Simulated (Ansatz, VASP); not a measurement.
# One calculation of Cd, two programs

```xyz
8
Lattice="6.0024 0.0000 0.0000 0.0000 6.0024 0.0000 0.0000 0.0000 6.0024" Properties=species:S:1:pos:R:3 pbc="T T T"
Cd    6.0024    6.0024    6.0024
Cd    3.0012    3.0012    3.0012
Cd    1.5006    6.0024    3.0012
Cd    4.5018    6.0024    3.0012
Cd    3.0012    1.5006    6.0024
Cd    3.0012    4.5018    6.0024
Cd    0.0000    3.0012    1.5006
Cd    0.0000    3.0012    4.5018
```

Alike in both runs: functional BLYP; k mesh 5 × 5 × 5; occupations fermi-dirac, width 0.1 eV; no spin polarisation.

Ansatz relaxed the structure, and its values are those at the end. VASP's run is a single point on that final structure, the one shown.

|  | VASP | Ansatz |
| --- | --- | --- |
| version | VASP 6.6.1 | Ansatz 0.2.0 |
| potentials or method | VASP PAW PBE potentials, release 64 (Cd), cutoff 520 eV | plane waves (420 eV) with PAW, scalar-relativistic |
| valence electrons in the cell | 96 | 160 |

Ansatz gave:

```
pressure (GPa) : 0.0
```

Task: Estimate VASP's values.

Result: Pressure (GPa): 0.1.

VASP's potentials were made for PBE, not for BLYP. The functional is the same, so the differences come from potentials, cutoffs and numerics. VASP's potentials hold 96 valence electrons a cell and Ansatz's 160, so a difference there can come from the potentials and not from the codes.
